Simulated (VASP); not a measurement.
Here is a VASP 6.6.1 calculation.

The input INCAR:

```
PREC     = Accurate       # precision mode
ENCUT    = 520            # plane-wave cutoff, eV
EDIFF    = 1E-6           # SCF threshold, eV
ISMEAR   = -1             # smearing method
SIGMA    = 0.02           # smearing width, eV
LREAL    = False          # projectors in reciprocal space
LASPH    = True           # aspherical terms in the spheres
NELM     = 100            # most SCF steps
ALGO     = Normal         # electronic algorithm
ISIF     = 2              # what is computed and relaxed
LWAVE    = False          # write WAVECAR
LCHARG   = True           # write CHGCAR
GGA      = PE             # functional
LELF     = True           # ELF
LVHAR    = True         
NBANDS   = 26             # bands
```

The input KPOINTS:

```
Automatic mesh
0
Gamma
  6 6 4
```

File POSCAR:

```
CuI
1.0
    4.2112248066      0.0000000000      0.0000000000
   -2.1056124033      3.6470276636      0.0000000000
    0.0000000000      0.0000000000      6.2297359735
Cu I
2 2
Direct
    0.0000000000      0.0000000000      0.0000000000
    0.0000000000      0.0000000000      0.5000000000
    0.3333333333      0.6666666667      0.2500000000
    0.6666666667      0.3333333333      0.7500000000
```

Potentials or basis: VASP PAW PBE potentials, release 64 (Cu, I).

Command:

```bash
$ cat potpaw_PBE.64/Cu/POTCAR potpaw_PBE.64/I/POTCAR > POTCAR
$ mpirun -np 1 vasp_std > vasp.out
```

Task: Predict the pressure.

Result: 0.0 GPa.

Task: Estimate the band gap on the k mesh.

Result: 0.52 eV, indirect (least direct gap 0.63 eV).

Caveat: spin-orbit coupling is left out, which moves the levels of the heavy elements. A k mesh can miss the band edges.
